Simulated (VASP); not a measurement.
Set up this calculation in VASP 6.6.1, as the native input.

| Quantity | Value |
| --- | --- |
| Task | single point |
| Functional | PBE |
| Dispersion | D4 |
| Potentials or basis | VASP PAW PBE potentials, release 64 (Sn_d, Se) |
| Cutoff | 520 eV |
| k mesh | 6 × 6 × 6 |
| Occupations | fermi-dirac, width 0.02 eV |
| Spin | no spin polarisation |
| Dipole correction | no |
| Further INCAR settings | ALGO = Normal; EDIFF = 1e-06; NBANDS = 28 |

The structure of SnSe lies in POSCAR:

```
SnSe
1.0
    2.1131779026     -5.7934057979      0.0000000000
    2.1131779026      5.7934057979      0.0000000000
    0.0000000000      0.0000000000      4.2242328350
Sn Se
2 2
Direct
    0.8768325486      0.1231674514      0.2500000000
    0.1231674514      0.8768325486      0.7500000000
    0.6408445736      0.3591554264      0.2500000000
    0.3591554264      0.6408445736      0.7500000000
```

One way to write it, as run:

INCAR

```
  PREC = Accurate
  ENCUT = 520
  EDIFF = 1E-6
  ISMEAR = -1
  SIGMA = 0.02
  LREAL = False
  LASPH = True
  NELM = 100
  ALGO = Normal
  ISIF = 2
  LWAVE = False
  LCHARG = False
  GGA = PE
  IVDW = 13
  NBANDS = 28
```

KPOINTS

```
regular mesh
0
Gamma
  6 6 6
```

Potentials or basis: VASP PAW PBE potentials, release 64 (Sn_d, Se).

Command:

```console
$ cat potpaw_PBE.64/Sn_d/POTCAR potpaw_PBE.64/Se/POTCAR > POTCAR
$ mpirun -np 1 vasp_std > vasp.out
```

It gave:

| Property | Result |
| --- | --- |
| Pressure | 0.0 GPa |
| Largest force | 0.014 eV/Å |
| Band gap on the k mesh | 0.10 eV (least direct gap 0.22 eV) |
| Dispersion energy per atom | -0.409 eV |

Caveat: semilocal functionals underestimate gaps, and a narrow one can read as zero; spin-orbit coupling is left out, which moves the levels of the heavy elements.

Run time: 74 s on 1 thread of Intel(R) Xeon(R) 6975P-C (Granite Rapids), on a shared host, peak memory 0.32 GiB.
